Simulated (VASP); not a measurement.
A run of VASP 6.6.1 is set up as follows.

Contents of INCAR:

```
SYSTEM = GaSb
ALGO = Normal ; EDIFF = 1E-6
EDIFFG = -0.001 ; ENCUT = 600
GGA = PS ; IBRION = 2
ISIF = 3 ; ISMEAR = -1
LASPH = .TRUE. ; LCHARG = .FALSE.
LREAL = .FALSE. ; LWAVE = .FALSE.
NELM = 100 ; NSW = 80
PREC = Accurate ; SIGMA = 0.15
```

KPOINTS

```
k-points
0
G
  12 12 12
  0 0 0
```

The input POSCAR:

```
GaSb
1.0
    0.0000000000      3.0556140969      3.0556140969
    3.0556140969      0.0000000000      3.0556140969
    3.0556140969      3.0556140969      0.0000000000
Ga Sb
1 1
Direct
    0.0000000000      0.0000000000      0.0000000000
    0.7500000000      0.7500000000      0.7500000000
```

Potentials or basis: VASP PAW PBE potentials, release 64 (Ga_d, Sb).

Command:

```sh
$ cat potpaw_PBE.64/Ga_d/POTCAR potpaw_PBE.64/Sb/POTCAR > POTCAR
$ mpirun -np 1 vasp_std > vasp.out
```

(1) Predict the band gap on the k mesh.

(2) Predict the space group after relaxing (to 0.1 Å).

Results:

(1) zero (filled and empty bands touch).

(2) F-43m (No. 216).

Caveat: semilocal functionals underestimate gaps, and a narrow one can read as zero; spin-orbit coupling is left out, which moves the levels of the heavy elements.
